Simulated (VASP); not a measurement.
# Hf: single point with PBEsol

Crystal: Hf.

```
Hf
1.0
     2.59131    0.00000    0.00000
    -1.29566    2.24414    0.00000
     0.00000    0.00000    4.45825
Hf
2
Direct
  0.33333 0.66667 0.25000
  0.66667 0.33333 0.75000
```

```yaml
Program: VASP 6.6.1
Task: single point
Functional: PBEsol
Potentials_or_basis: VASP PAW PBE potentials, release 64 (Hf_pv)
Cutoff: 500 eV
k_mesh: 15 × 15 × 9
Occupations: fermi-dirac, width 0.08 eV
Spin: no spin polarisation
Dipole_correction: no
Further_INCAR_settings: ALGO = Normal; EDIFF = 1e-06; NBANDS = 17
```

The pressure is 133.1 GPa. The band gap on the k mesh is zero (bands 10 and 11 overlap by 1.96 eV).

Stress tensor (GPa, compression positive):
```
133.33   0.00   0.00
  0.00 133.33   0.00
  0.00   0.00 132.51
```

Levels at points of the mesh, in eV from the Fermi level:
```csv
k point,band 8,band 9,band 10,band 11,band 12,band 13
"(0.00, 0.00, 0.00)",-5.47,0.21,1.37,1.37,2.60,2.60
```

Run time: 29 s on 1 thread of AMD EPYC 9R45 96-Core Processor (Zen 5), on a shared host, peak memory 0.14 GiB.

Caveat: the cell stands under pressure; the PAW data sets were made with another functional, which shifts forces and pressure a little; spin-orbit coupling is left out, which moves the levels of the heavy elements.
